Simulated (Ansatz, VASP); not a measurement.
# Two plane-wave programs on Y3Si2F

```
CELL_PARAMETERS angstrom
2.14749 1.23985 10.40965
-2.14749 1.23985 10.40965
0.00000 -2.47971 10.40965
ATOMIC_POSITIONS crystal
Y 0.00000 0.00000 0.00000
Y 0.42983 0.42983 0.42983
Y 0.57017 0.57017 0.57017
Si 0.72095 0.72095 0.72095
Si 0.27905 0.27905 0.27905
F 0.50000 0.50000 0.50000
```

Alike in both runs: functional PBE; k mesh 12 × 12 × 12; occupations gaussian, width 0.01 eV; no spin polarisation.

Ansatz relaxed the structure, and its values are those at the end. VASP's run is a single point on that final structure, the one shown.

```csv
,VASP,Ansatz
version,VASP 6.6.1,Ansatz 0.2.0
potentials or method,"VASP PAW PBE potentials, release 64 (Y_sv, Si, F), cutoff 520 eV","scalar-relativistic, plane waves, PAW"
valence electrons in the cell,48,48
```

Ansatz gave:

```
gap on the k mesh at the Fermi level (eV) : 0.09
least direct gap on the mesh (eV)         : 0.13
pressure (GPa)                            : 0.0
```

Task: Which values does VASP return?

Result: gap on the k mesh at the Fermi level (eV): 0.09; least direct gap on the mesh (eV): 0.13; pressure (GPa): -0.1.

With one functional, cell and mesh, what is left measures potentials, basis and numerics.
